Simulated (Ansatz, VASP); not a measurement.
**One calculation of LiH, two programs**

File POSCAR:

```
LiH
1.0
    0.0000000000      1.9984726927      1.9984726927
    2.1073894544      0.0000000000      1.9984726927
    2.1073894544      1.9984726927      0.0000000000
Li H
1 1
Direct
    0.0000000000      0.0000000000      0.0000000000
    0.5000000000      0.5000000000      0.5000000000
```

INCAR.step1

```
SYSTEM = LiH
PREC     = Accurate       ! precision mode
ENCUT    = 520            ! plane-wave cutoff, eV
ISMEAR   = 0              ! smearing method
SIGMA    = 0.01           ! smearing width, eV
LREAL    = .False.        ! projectors in reciprocal space
LASPH    = .True.         ! aspherical terms in the spheres
NELM     = 80             ! most SCF steps
NBANDS   = 9              ! bands
GGA      = PE             ! functional
ALGO     = Normal         ! electronic algorithm
EDIFF    = 1E-4           ! SCF threshold, eV
LWAVE    = .True.         ! write WAVECAR
LCHARG   = .False.        ! write CHGCAR
```

INCAR.step2

```
SYSTEM = LiH
PREC     = Accurate       ! precision mode
ENCUT    = 520            ! plane-wave cutoff, eV
EDIFF    = 1E-7           ! SCF threshold, eV
ISMEAR   = 0              ! smearing method
SIGMA    = 0.01           ! smearing width, eV
LREAL    = .False.        ! projectors in reciprocal space
LASPH    = .True.         ! aspherical terms in the spheres
NELM     = 80             ! most SCF steps
ALGO     = Normal         ! electronic algorithm
ISIF     = 2              ! what is computed and relaxed
LWAVE    = .False.        ! write WAVECAR
LCHARG   = .False.        ! write CHGCAR
METAGGA  = R2SCAN         ! meta-GGA
LMIXTAU  = .True.       
NBANDS   = 9              ! bands
ISTART   = 1
```

Contents of KPOINTS:

```
Automatic mesh
0
Gamma
  10 10 10
  0 0 0
```

Input for Ansatz:

```yaml
crystal:
  lattice:
    - [0.0, 1.9984726927, 1.9984726927]
    - [2.1073894544, 0.0, 1.9984726927]
    - [2.1073894544, 1.9984726927, 0.0]
  atoms:
    - { symbol: Li, position: [0.0, 0.0, 0.0] }
    - { symbol: H, position: [0.5, 0.5, 0.5] }
kpoints:
  mp_grid: { grid: [10, 10, 10] }
  band_path:
    path:
      - [0.0, 0.0, 0.0]
      - [0.5, 0.0, 0.5]
      - [0.625, 0.25, 0.625]
      - [0.375, 0.375, 0.75]
      - [0.5, 0.5, 0.5]
      - [0.5, 0.25, 0.75]
      - [-0.5, -0.002604, 0.497396]
      - [0.0, 0.5, 0.5]
    npoints: 1
hamiltonian:
  xc: r2scan
scf:
  occupations: { method: fixed }
  n_extra_bands: 4
output:
  forces: true
  stress: true
  eigenvalues: true
  write_density: true
  write_potential: true
  elf: true
  volumetric_format: npy
```

Change from the starting cell: uniaxial_x strain +5.5%.

Alike in both runs: task single point; functional r2SCAN; k mesh 10 × 10 × 10; no spin polarisation.

|  | VASP | Ansatz |
| --- | --- | --- |
| version | VASP 6.6.1 | Ansatz 0.2.0 |
| potentials or method | VASP PAW PBE potentials, release 64 (Li_sv, H) | plane waves, PAW |
| plane-wave cutoff (eV) | 520 | 500 |
| occupations | gaussian, width 0.01 eV | fixed |
| valence electrons in the cell | 4 | 4 |

|  | VASP | Ansatz | Ansatz less VASP |
| --- | --- | --- | --- |
| gap on the k mesh at the Fermi level (eV) | 3.02 | 3.07 | +0.050 |

VASP's potentials were made for PBE, not for r2SCAN.

Noted on VASP's run: the cutoff is short for stress, so the pressure is rough.
